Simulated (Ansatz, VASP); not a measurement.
**BaS: VASP beside Ansatz**

Contents of INCAR:

```
ALGO     = Normal         # electronic algorithm
EDIFF    = 1E-6           # SCF threshold, eV
ENCUT    = 500            # plane-wave cutoff, eV
GGA      = PE             # functional
GGA_COMPAT= F            
ISIF     = 2              # what is computed and relaxed
ISMEAR   = 0              # smearing method
LASPH    = T              # aspherical terms in the spheres
LCHARG   = F              # write CHGCAR
LREAL    = F              # projectors in reciprocal space
LWAVE    = F              # write WAVECAR
NBANDS   = 15             # bands
NELM     = 120            # most SCF steps
PREC     = Accurate       # precision mode
SIGMA    = 0.018000000000000002 # smearing width, eV
```

KPOINTS

```
k-points
0
Gamma
  7 7 7
```

The input POSCAR:

```
BaS
1.0
    0.0000000000      3.1937500000      3.1937500000
    3.1937500000      0.0000000000      3.1937500000
    3.1937500000      3.1937500000      0.0000000000
Ba S
1 1
Direct
    0.0000000000      0.0000000000      0.0000000000
    0.5000000000      0.5000000000      0.5000000000
```

input.yaml

```yaml
crystal:
  lattice:
    - [0.0, 3.19375, 3.19375]
    - [3.19375, 0.0, 3.19375]
    - [3.19375, 3.19375, 0.0]
  atoms:
    - { symbol: Ba, position: [0.0, 0.0, 0.0] }
    - { symbol: S, position: [0.5, 0.5, 0.5] }
kpoints:
  mp_grid: { grid: [7, 7, 7] }
scf:
  occupations: { method: gaussian, width: 0.018 }
hamiltonian:
  xc: pbe
  pseudopotentials: { kind: all_electron, lapw: { basis_error: 0.001 } }
output:
  forces: true
  stress: true
  eigenvalues: true
```

Alike in both runs: task single point; functional PBE; k mesh 7 × 7 × 7; occupations gaussian, width 0.018 eV; no spin polarisation.

|  | VASP | Ansatz |
| --- | --- | --- |
| version | VASP 6.6.1 | Ansatz 0.2.0 |
| potentials or method | VASP PAW PBE potentials, release 64 (Ba_sv, S), cutoff 500 eV | all-electron LAPW, scalar-relativistic |

Ansatz gave:

```
gap on the k mesh at the Fermi level (eV) : 2.26
least direct gap on the mesh (eV)         : 2.38
pressure (GPa)                            : 0.8
```

Problem. What did VASP give for the same quantities?

Solution. gap on the k mesh at the Fermi level (eV): 2.17; least direct gap on the mesh (eV): 2.31; pressure (GPa): 1.4.

Ansatz ran all-electron here, and VASP with PAW potentials.

Spin-orbit coupling is off throughout.
